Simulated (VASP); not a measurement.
# Se (Im-3m) in VASP: a series of runs

The runs below take Se through single point, relaxation of cell and atoms, with PBE.

Program: VASP 6.6.1. These are calculated values, not measurements. Logs are shortened: lines on timing, memory, paths and dates and some standing lists are left out, and cuts for length are marked.

## 1. The cell of the first run

It takes space group Im-3m (No. 229, cubic). Conventional cell: a = 3.229 Å, b = 3.229 Å, c = 3.229 Å, α = 90.00°, β = 90.00°, γ = 90.00°. Se (site symmetry m-3m) has 14 Se at 2.80 to 3.23 Å within 3.7 Å.

This isn't the form of Se at room conditions, which is trigonal, of chains.

## 2. Single point, PBE

Contents of INCAR:

```
  PREC = Accurate
  ENCUT = 500
  EDIFF = 1E-6
  ISMEAR = -1
  SIGMA = 0.05
  LREAL = F
  LASPH = T
  NELM = 120
  ALGO = Normal
  ISIF = 2
  LWAVE = F
  LCHARG = F
  GGA = PE
  NBANDS = 9
  GGA_COMPAT = F
```

Contents of KPOINTS:

```
Automatic mesh
0
Gamma
  12 12 12
```

Contents of POSCAR:

```
Se
1.0
   -1.6146123312      1.6146123312      1.6146123312
    1.6146123312     -1.6146123312      1.6146123312
    1.6146123312      1.6146123312     -1.6146123312
Se
1
Direct
    0.0000000000      0.0000000000      0.0000000000
```

Potentials or basis: VASP PAW PBE potentials, release 64 (Se).

Started as:

```bash
> cat potpaw_PBE.64/Se/POTCAR > POTCAR
> mpirun -np 1 vasp_std > vasp.out
```

OUTCAR:

```text
PREC = Accurate
   ENCUT = 500
   EDIFF = 1E-6
   ISMEAR = -1
   LREAL = F
   LASPH = T
   NELM = 120
   ISIF = 2
   GGA = PE

 ion  position               nearest neighbor table
   1  0.000  0.000  0.000-

  LATTYP: Found a body centered cubic cell.
 ALAT       =     3.2292246624

  Lattice vectors:

 A1 = (  -1.6146123312,   1.6146123312,   1.6146123312)
 A2 = (   1.6146123312,  -1.6146123312,   1.6146123312)
 A3 = (   1.6146123312,   1.6146123312,  -1.6146123312)

Analysis of symmetry for initial positions (statically):
=====================================================================
 Subroutine PRICEL returns:
 Original cell was already a primitive cell.

 Routine SETGRP: Setting up the symmetry group for a
 body centered cubic supercell.

 Subroutine GETGRP returns: Found 48 space group operations
 (whereof 48 operations were pure point group operations)
 out of a pool of 48 trial point group operations.

The static configuration has the point symmetry O_h .

Analysis of symmetry for dynamics (positions and initial velocities):
=====================================================================
 Subroutine PRICEL returns:
 Original cell was already a primitive cell.

 Routine SETGRP: Setting up the symmetry group for a
 body centered cubic supercell.

 Subroutine GETGRP returns: Found 48 space group operations
 (whereof 48 operations were pure point group operations)
 out of a pool of 48 trial point group operations.

The dynamic configuration has the point symmetry O_h .

 Subroutine INISYM returns: Found 48 space group operations
 (whereof 48 operations are pure point group operations),
 and found     1 'primitive' translations

----------------------------------------------------------------------------------------

                                     Primitive cell

  volume of cell :      16.8370

  direct lattice vectors                    reciprocal lattice vectors
    -1.614612331  1.614612331  1.614612331     0.000000000  0.309671858  0.309671858
     1.614612331 -1.614612331  1.614612331     0.309671858  0.000000000  0.309671858
     1.614612331  1.614612331 -1.614612331     0.309671858  0.309671858  0.000000000

  length of vectors
     2.796590592  2.796590592  2.796590592     0.437942141  0.437942141  0.437942141

  position of ions in fractional coordinates (direct lattice)
     0.000000000  0.000000000  0.000000000

  ion indices of the primitive-cell ions
   primitive index   ion index
                 1           1

----------------------------------------------------------------------------------------

 KPOINTS: Automatic mesh

Automatic generation of k-mesh.
 Grid dimensions read from file:
 generate k-points for:   12   12   12

 Generating k-lattice:

  Cartesian coordinates                     Fractional coordinates (reciprocal lattice)
     0.000000000  0.025805988  0.025805988     0.083333333  0.000000000  0.000000000
     0.025805988  0.000000000  0.025805988     0.000000000  0.083333333  0.000000000
     0.025805988  0.025805988  0.000000000     0.000000000  0.000000000  0.083333333

  Length of vectors
     0.036495178  0.036495178  0.036495178

  Shift w.r.t. Gamma in fractional coordinates (k-lattice)
     0.000000000  0.000000000  0.000000000

 Subroutine IBZKPT returns following result:
 ===========================================

 Found     72 irreducible k-points:

 Following reciprocal coordinates:
            Coordinates               Weight
  0.000000  0.000000  0.000000      1.000000
  0.083333  0.000000  0.000000     12.000000
  0.166667  0.000000  0.000000     12.000000
  0.250000  0.000000  0.000000     12.000000
  0.333333  0.000000  0.000000     12.000000
  0.416667  0.000000  0.000000     12.000000
[... 16 lines left out ...]
  0.333333  0.083333  0.083333     24.000000
  0.416667  0.083333  0.083333     12.000000
 [... further k-points ...]
   k-points           NKPTS =     72   k-points in BZ     NKDIM =     72   number of bands    NBANDS=      9
   number of dos      NEDOS =    301   number of ions     NIONS =      1
   total plane-waves  NPLWV =   8000
   dimension x,y,z NGX =    20 NGY =   20 NGZ =   20
   dimension x,y,z NGXF=    40 NGYF=   40 NGZF=   40
   ions per type =               1
   NGX,Y,Z   is equivalent  to a cutoff of  11.89, 11.89, 11.89 a.u.
   NGXF,Y,Z  is equivalent  to a cutoff of  23.78, 23.78, 23.78 a.u.
 SYSTEM =  unknown system
   PREC   = accura    normal or accurate (medium, high low for compatibility)
   ISTART =      0    job   : 0-new  1-cont  2-samecut
   ICHARG =      2    charge: 1-file 2-atom 10-const
   ISPIN  =      1    spin polarized calculation?
   LNONCOLLINEAR =      F non collinear calculations
   LSORBIT =      F    spin-orbit coupling
   LASPH  =      T    aspherical Exc in radial PAW
   ENCUT  =  500.0 eV  36.75 Ry    6.06 a.u.   5.10  5.10  5.10*2*pi/ulx,y,z
   NELM   =    120;   NELMIN=  2; NELMDL= -5     # of ELM steps
   EDIFF  = 0.1E-05   stopping-criterion for ELM
   LREAL  =      F    real-space projection
   EDIFFG = 0.1E-04   stopping-criterion for IOM
   NSW    =      0    number of steps for IOM
   IBRION =     -1    ionic relax: 0-MD 1-quasi-New 2-CG
   NFREE  =      0    steps in history (QN), initial steepest desc. (CG)
   ISIF   =      2    stress and relaxation
   ISYM   =      2    0-nonsym 1-usesym 2-fastsym
   POTIM  = 0.5000    time-step for ionic-motion
   TEBEG  =    0.0;   TEEND  =   0.0 temperature during run
   PSTRESS=    0.0 pullay stress
   NELECT =       6.0000    total number of electrons
   NUPDOWN=      -1.0000    fix difference up-down
   EMIN   =  10.00;   EMAX   =-10.00  energy-range for DOS
   EFERMI =   0.00;   METHOD = LEGACY
   ISMEAR =    -1;   SIGMA  =   0.05  broadening in eV -4-tet -1-fermi 0-gaus
   EFERMI_NEDOS =   21; number of points for ismear=-14 and -15
   IALGO  =     38    algorithm
   IMIX   =      4    mixing-type and parameters
     AMIX     =   0.40;   BMIX     =  1.00
     AMIX_MAG =   1.60;   BMIX_MAG =  1.00
  volume/ion in A,a.u.               =      16.84       113.62
  Fermi-wavevector in a.u.,A,eV,Ry     =   1.160656  2.193322 18.328723  1.347123
  Thomas-Fermi vector in A             =   2.297237
   LORBIT       =      0    0 simple, 1 ext, 2 COOP (PROOUT), +10 PAW based schemes
   GGA     = PE    functional components
   LHFCALC =     F    Hartree Fock is set to
   AEXX    =    0.0000 exact exchange contribution
   IVDW    =     0    specifies the selected vdW correction
   LEPSILON=     F    determine dielectric tensor
   LRPA    =     F    only Hartree local field effects (RPA)
 non-spin polarized calculation
  energy-cutoff  :      500.00
  volume of cell :       16.84
 maximum number of plane-waves:       438
   NGX = 11   NGY = 11   NGZ = 11

 number of electron       6.0000001 magnetization

 Free energy of the ion-electron system (eV)
  ---------------------------------------------------
  ext. energy  EPLUGINS =         0.00000000
  ---------------------------------------------------
  free energy    TOTEN  =        -2.73777308 eV

  energy without entropy =       -2.73476463  energy(sigma->0) =       -2.73626885

 E-fermi :   8.0434     XC(G=0): -11.4848

 val. band max:        7.9691834094   @ k =   0.1667   0.1667   0.0000
 cond. band min:       8.1198708650   @ k =  -0.1667   0.1667   0.1667
 fundamental gap:      0.1506874555
 Fermi energy:         8.0433969606

 k-point     1 :       0.0000    0.0000    0.0000
  band No.  band energies     occupation
      1      -9.9963      2.00000
      2      12.0698      0.00000
      3      12.0698      0.00000
      4      12.0698      0.00000
      5      20.8659      0.00000
      6      20.8659      0.00000
      7      20.8659      0.00000
      8      22.0121      0.00000
      9      24.1750      0.00000

 k-point     2 :       0.0833    0.0000    0.0000
  band No.  band energies     occupation
      1      -9.8159      2.00000
      2      10.9532      0.00000
      3      11.6340      0.00000
      4      11.9829      0.00000
      5      20.1369      0.00000
      6      20.2960      0.00000
      7      21.6575      0.00000
      8      22.8601      0.00000
      9      23.0144      0.00000

 k-point     3 :       0.1667    0.0000    0.0000
  band No.  band energies     occupation
      1      -9.2793      2.00000
      2       8.4839      0.00030
      3      10.6747      0.00000
      4      11.7409      0.00000
      5      18.6085      0.00000
      6      18.8511      0.00000
      7      23.0379      0.00000
      8      23.0885      0.00000
      9      23.6820      0.00000

 k-point     4 :       0.2500    0.0000    0.0000
  band No.  band energies     occupation
      1      -8.4058      2.00000
      2       5.6642      2.00000
      3       9.6688      0.00000
      4      11.4058      0.00000
      5      17.0854      0.00000
      6      17.6917      0.00000
      7      23.2844      0.00000
      8      23.8194      0.00000
      9      26.4567      0.00000
[... 205 lines left out ...]
 k-point    22 :       0.2500    0.0833    0.0833
  band No.  band energies     occupation
      1      -6.9360      2.00000
      2       3.0578      2.00000
      3       7.4375      1.99999
      4       9.2245      0.00000
      5      18.2519      0.00000
      6      18.6351      0.00000
      7      24.9820      0.00000
      8      25.2891      0.00000
      9      26.7059      0.00000

 k-point    23 :       0.3333    0.0833    0.0833
  band No.  band energies     occupation
      1      -5.7238      2.00000
      2       1.0357      2.00000
      3       6.7054      2.00000
      4       8.8448      0.00000
      5      17.7889      0.00000
      6      18.4757      0.00000
      7      26.1440      0.00000
      8      26.7328      0.00000
      9      29.0688      0.00000

 k-point    24 :       0.4167    0.0833    0.0833
  band No.  band energies     occupation
      1      -5.0744      2.00000
      2       0.0988      2.00000
      3       6.4690      2.00000
      4       8.7125      0.00000
      5      17.6251      0.00000
      6      18.4124      0.00000
      7      27.4146      0.00000
      8      27.8486      0.00000
      9      28.5006      0.00000

 [... further k-points ...]

------------------------ aborting loop because EDIFF is reached ----------------------------------------

  FORCE on cell =-STRESS in cart. coord.  units (eV):
  Direction    XX          YY          ZZ          XY          YZ          ZX
  --------------------------------------------------------------------------------------
  -------------------------------------------------------------------------------------
  Total        2.1080742      2.1080742      2.1080742      0.0000000     -0.0000000      0.0000000
  in kB      200.6003470    200.6003470    200.6003470      0.0000000     -0.0000000      0.0000000
  external PRESSURE =     200.6003470 kB  Pullay stress =       0.0000000 kB

 VOLUME and BASIS-vectors are now :
 -----------------------------------------------------------------------------
  energy-cutoff  :      500.00
  volume of cell :       16.84
      direct lattice vectors                 reciprocal lattice vectors
    -1.614612331  1.614612331  1.614612331     0.000000000  0.309671858  0.309671858
     1.614612331 -1.614612331  1.614612331     0.309671858  0.000000000  0.309671858
     1.614612331  1.614612331 -1.614612331     0.309671858  0.309671858  0.000000000

 POSITION                                       TOTAL-FORCE (eV/Angst)
 -----------------------------------------------------------------------------------
      0.00000      0.00000      0.00000         0.000000     -0.000000      0.000000
 -----------------------------------------------------------------------------------
    total drift:                                0.000000      0.000000      0.000000

  FREE ENERGIE OF THE ION-ELECTRON SYSTEM (eV)
  ---------------------------------------------------
  free  energy   TOTEN  =        -2.7377730815 eV

  energy  without entropy=       -2.7347646267  energy(sigma->0) =       -2.73626885
```

It took 4 s on 1 thread of AMD EPYC 9R45 (Zen 5), shared host; peak memory 0.1 GiB.

Results:

```
Free energy            : -2.7378 eV
Pressure               : 20.1 GPa
Band gap on the k mesh : zero (bands 3 and 4 overlap by 8.92 eV)
```

Levels at points of the mesh, in eV from the Fermi level:
```
           k point  band 1  band 2  band 3  band 4  band 5  band 6
(0.00, 0.00, 0.00)  -18.04    4.03    4.03    4.03   12.82   12.82
(0.50, 0.00, 0.00)  -13.34   -8.33    0.12    2.70    7.10    8.07
(0.50, 0.50, 0.50)   -9.85   -4.04   -4.04   -4.04    3.12    3.12
```

Caveat: the cell stands under pressure.

## 3. Single point, PBE

This run uses another cell than the first one, of 18.12 Å³/atom.

Contents of INCAR:

```
  ALGO = Normal
  EDIFF = 1E-6
  ENCUT = 500
  GGA = PE
  GGA_COMPAT = False
  ISIF = 2
  ISMEAR = -1
  LASPH = True
  LCHARG = False
  LREAL = False
  LWAVE = False
  NBANDS = 9
  NELM = 120
  PREC = Accurate
  SIGMA = 0.05
```

Contents of KPOINTS:

```
k-points
0
Gamma
  12 12 12
```

Contents of POSCAR:

```
Se
1.0
   -1.6547636741      1.6547636741      1.6547636741
    1.6547636741     -1.6547636741      1.6547636741
    1.6547636741      1.6547636741     -1.6547636741
Se
1
Direct
    0.0000000000      0.0000000000      0.0000000000
```

Potentials or basis: VASP PAW PBE potentials, release 64 (Se).

Started as:

```bash
> cat potpaw_PBE.64/Se/POTCAR > POTCAR
> mpirun -np 1 vasp_std > vasp.out
```

OUTCAR:

```text
EDIFF = 1E-6
   ENCUT = 500
   GGA = PE
   ISIF = 2
   ISMEAR = -1
   LASPH = True
   LREAL = False
   NELM = 120
   PREC = Accurate

 ion  position               nearest neighbor table
   1  0.000  0.000  0.000-

  LATTYP: Found a body centered cubic cell.
 ALAT       =     3.3095273482

  Lattice vectors:

 A1 = (  -1.6547636741,   1.6547636741,   1.6547636741)
 A2 = (   1.6547636741,  -1.6547636741,   1.6547636741)
 A3 = (   1.6547636741,   1.6547636741,  -1.6547636741)
[... 465 lines left out ...]
      8      26.1395      0.00000
      9      26.8808      0.00000

 [... further k-points ...]

------------------------ aborting loop because EDIFF is reached ----------------------------------------

  FORCE on cell =-STRESS in cart. coord.  units (eV):
  Direction    XX          YY          ZZ          XY          YZ          ZX
  --------------------------------------------------------------------------------------
  -------------------------------------------------------------------------------------
  Total        1.1355005      1.1355005      1.1355005     -0.0000000      0.0000000     -0.0000000
  in kB      100.3760196    100.3760196    100.3760196     -0.0000000      0.0000000     -0.0000000
  external PRESSURE =     100.3760196 kB  Pullay stress =       0.0000000 kB

 VOLUME and BASIS-vectors are now :
 -----------------------------------------------------------------------------
  energy-cutoff  :      500.00
  volume of cell :       18.12
      direct lattice vectors                 reciprocal lattice vectors
    -1.654763674  1.654763674  1.654763674     0.000000000  0.302157950  0.302157950
     1.654763674 -1.654763674  1.654763674     0.302157950  0.000000000  0.302157950
     1.654763674  1.654763674 -1.654763674     0.302157950  0.302157950  0.000000000

 POSITION                                       TOTAL-FORCE (eV/Angst)
 -----------------------------------------------------------------------------------
      0.00000      0.00000      0.00000         0.000000      0.000000      0.000000
 -----------------------------------------------------------------------------------
    total drift:                               -0.000000      0.000000      0.000000

  FREE ENERGIE OF THE ION-ELECTRON SYSTEM (eV)
  ---------------------------------------------------
  free  energy   TOTEN  =        -2.8566194210 eV

  energy  without entropy=       -2.8524517537  energy(sigma->0) =       -2.85453559
```

stdout:

```text
POSCAR found type information on POSCAR Se
 POSCAR found :  1 types and       1 ions
 scaLAPACK will be used
 LDA part: xc-table for (Slater+PW92), standard interpolation
 POSCAR, INCAR and KPOINTS ok, starting setup
 FFT: planning ... GRIDC
 FFT: planning ... GRID_SOFT
 FFT: planning ... GRID
 WAVECAR not read
 entering main loop
```

Wall time 5.7 s (1 thread of AMD EPYC 9R45 (Zen 5), shared host); peak memory 0.11 GiB.

What came out:

```yaml
Free_energy: -2.8566 eV
Pressure: 10.0 GPa
Band_gap_on_the_k_mesh: zero (bands 3 and 4 overlap by 7.98 eV)
```

Levels at points of the mesh, in eV from the Fermi level:
```csv
k point,band 1,band 2,band 3,band 4,band 5,band 6,band 7
"(0.00, 0.00, 0.00)",-17.29,3.53,3.53,3.53,12.60,12.60,12.60
"(0.50, 0.00, 0.00)",-13.12,-7.68,0.03,2.42,6.96,8.14,18.00
"(0.50, 0.50, 0.50)",-10.12,-3.75,-3.75,-3.75,3.48,3.48,23.78
```

Caveat: the cell stands under pressure.

(Continued in part 2 of 2.)

The gap in the log of VASP goes by the Fermi energy; the results here count the filled bands.